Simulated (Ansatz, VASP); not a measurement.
**ZnC4: VASP beside Ansatz**

INCAR

```
SYSTEM = ZnC4
PREC = Accurate
ENCUT = 600
EDIFF = 1E-6
ISMEAR = 0
SIGMA = 0.1
LREAL = .FALSE.
LASPH = .TRUE.
NELM = 100
ALGO = Normal
ISIF = 3
LWAVE = .FALSE.
LCHARG = .FALSE.
GGA = PE
IBRION = 2
NSW = 100
EDIFFG = -0.01
```

KPOINTS

```
Automatic mesh
0
G
  12 12 10
  0 0 0
```

POSCAR

```
ZnC4
1.0
    4.1826389653      0.0000000000      0.0000000000
   -2.0913194827      3.6222715988      0.0000000000
    0.0000000000      0.0000000000      4.0784732044
Zn C
1 4
Direct
    0.0000000000      0.0000000000      0.0000000000
    0.5000000000      0.0000000000      0.0000000000
    0.0000000000      0.5000000000      0.0000000000
    0.5000000000      0.5000000000      0.0000000000
    0.0000000000      0.0000000000      0.5000000000
```

Input for Ansatz:

```yaml
crystal:
  lattice:
    - [4.1826389653, 0.0, 0.0]
    - [-2.0913194827, 3.6222715988, 0.0]
    - [0.0, 0.0, 4.0784732044]
  atoms:
    - { symbol: Zn, position: [0.0, 0.0, 0.0] }
    - { symbol: C, position: [0.5, 0.0, 0.0] }
    - { symbol: C, position: [0.0, 0.5, 0.0] }
    - { symbol: C, position: [0.5, 0.5, 0.0] }
    - { symbol: C, position: [0.0, 0.0, 0.5] }
basis:
  ecutwfc: 420
kpoints:
  mp_grid: { grid: [12, 12, 10] }
hamiltonian:
  xc: pbe
scf:
  occupations: { method: gaussian, width: 0.1 }
output:
  forces: true
  stress: true
  eigenvalues: true
  write_density: true
  write_potential: true
  elf: true
  volumetric_format: npy
relax:
  adjacent_minimum: "off"
  f_tol: 0.01
  max_steps: 80
  cell: { stress_tol: 0.05 }
```

Alike in both runs: task relaxation of cell and atoms; functional PBE; k mesh 12 × 12 × 10; occupations gaussian, width 0.1 eV; no spin polarisation.

|  | VASP | Ansatz |
| --- | --- | --- |
| version | VASP 6.6.1 | Ansatz 0.2.0 |
| potentials or method | VASP PAW PBE potentials, release 64 (Zn, C), cutoff 600 eV | scalar-relativistic, plane waves, PAW |
| valence electrons in the cell | 28 | 28 |

|  | VASP | Ansatz | Ansatz less VASP |
| --- | --- | --- | --- |
| gap on the k mesh at the Fermi level, each at its own relaxed structure (eV) | none | none | - |
| relaxed volume (Å³/atom) | 12.32 | 12.29 | -0.035 |
| relaxed length of the cell vector where the two differ most in proportion (Å) | 4.195 | 4.190 | -0.0042 |

A gap of «none» marks a metal or a gap that the smearing closes.
